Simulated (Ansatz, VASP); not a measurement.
## Two plane-wave programs on Sn

File INCAR:

```
  ALGO = Fast
  EDIFF = 1E-6
  ENCUT = 520
  GGA = PS
  ISIF = 2
  ISMEAR = 0
  IVDW = 12
  LASPH = True
  LCHARG = True
  LELF = True
  LREAL = False
  LVHAR = True
  LWAVE = False
  NBANDS = 13
  NELM = 80
  PREC = Accurate
  SIGMA = 0.15
```

File KPOINTS:

```
k-points
0
Gamma
  18 18 18
```

Contents of POSCAR:

```
Sn
1.0
   -1.8946518192      1.8946518192      1.7525529328
    1.8946518192     -1.8946518192      1.7525529328
    1.8946518192      1.8946518192     -1.7525529328
Sn
1
Direct
    0.0000000000      0.0000000000      0.0000000000
```

Input for Ansatz:

```yaml
crystal:
  lattice:
    - [-1.8946518192, 1.8946518192, 1.7525529328]
    - [1.8946518192, -1.8946518192, 1.7525529328]
    - [1.8946518192, 1.8946518192, -1.7525529328]
  atoms:
    - { symbol: Sn, position: [0.0, 0.0, 0.0] }
basis:
  ecutwfc: 420
kpoints:
  mp_grid: { grid: [18, 18, 18] }
hamiltonian:
  xc: pbesol
  dispersion: d3bj
scf:
  occupations: { method: gaussian, width: 0.15 }
output:
  forces: true
  stress: true
  eigenvalues: true
```

Change from the starting cell: strain -0.0750 x Voigt [0, 0, 1, 0, 0, 0], atoms carried along.

Alike in both runs: task single point; functional PBEsol; dispersion D3(BJ); k mesh 18 × 18 × 18; occupations gaussian, width 0.15 eV; no spin polarisation.

|  | VASP | Ansatz |
| --- | --- | --- |
| version | VASP 6.6.1 | Ansatz 0.2.0 |
| potentials or method | VASP PAW PBE potentials, release 64 (Sn_d), cutoff 520 eV | scalar-relativistic, plane waves, PAW |
| valence electrons in the cell | 14 | 14 |

```csv
,VASP,Ansatz,Ansatz less VASP
gap on the k mesh at the Fermi level (eV),none,none,-
pressure (GPa),-0.4,-0.4,+0.02
"traceless stress, the component that is largest in VASP (GPa)",-0.40,-0.39,+0.005
```

VASP's potentials were made for PBE, not for PBEsol. A gap of «none» marks a metal or a gap that the smearing closes.
